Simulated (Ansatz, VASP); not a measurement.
**C in VASP and in Ansatz**

File INCAR:

```
PREC = Accurate
ENCUT = 600
EDIFF = 1E-7
ISMEAR = -1
SIGMA = 0.05
LREAL = False
LASPH = True
NELM = 100
ALGO = Normal
ISIF = 3
LWAVE = False
LCHARG = False
GGA = RP
IBRION = 2
NSW = 80
EDIFFG = -0.02
```

File KPOINTS:

```
regular mesh
0
Gamma
  13 13 13
```

Contents of POSCAR:

```
C
1.0
    0.0000000000      1.7833700000      1.7833700000
    1.7833700000      0.0000000000      1.7833700000
    1.7833700000      1.7833700000      0.0000000000
C
2
Direct
    0.7500000000      0.7500000000      0.7500000000
    0.5000000000      0.5000000000      0.5000000000
```

The input input.yaml:

```yaml
crystal:
  lattice:
    - [0.0, 1.78337, 1.78337]
    - [1.78337, 0.0, 1.78337]
    - [1.78337, 1.78337, 0.0]
  atoms:
    - { symbol: C, position: [0.75, 0.75, 0.75] }
    - { symbol: C, position: [0.5, 0.5, 0.5] }
kpoints:
  mp_grid: { grid: [13, 13, 13] }
scf:
  occupations: { method: fermi_dirac, width: 0.05 }
hamiltonian:
  xc: rpbe
  pseudopotentials: { kind: all_electron, lapw: { basis_error: 0.001 } }
output:
  forces: true
  stress: true
relax:
  f_tol: 0.02
  max_steps: 60
  cell: {}
```

Alike in both runs: task relaxation of cell and atoms; functional RPBE; k mesh 13 × 13 × 13; occupations fermi-dirac, width 0.05 eV; no spin polarisation.

|  | VASP | Ansatz |
| --- | --- | --- |
| version | VASP 6.6.1 | Ansatz 0.2.0 |
| potentials or method | VASP PAW PBE potentials, release 64 (C), cutoff 600 eV | all-electron LAPW, scalar-relativistic |

VASP gave:

```
relaxed volume (Å³/atom)                                     : 5.77
relaxed cell length with the largest relative difference (Å) : 2.537
```

Estimate Ansatz's values.

relaxed volume (Å³/atom): 5.78; relaxed cell length with the largest relative difference (Å): 2.537.

VASP's potentials were made for PBE, not for RPBE. Ansatz ran all-electron here, and VASP with PAW potentials.
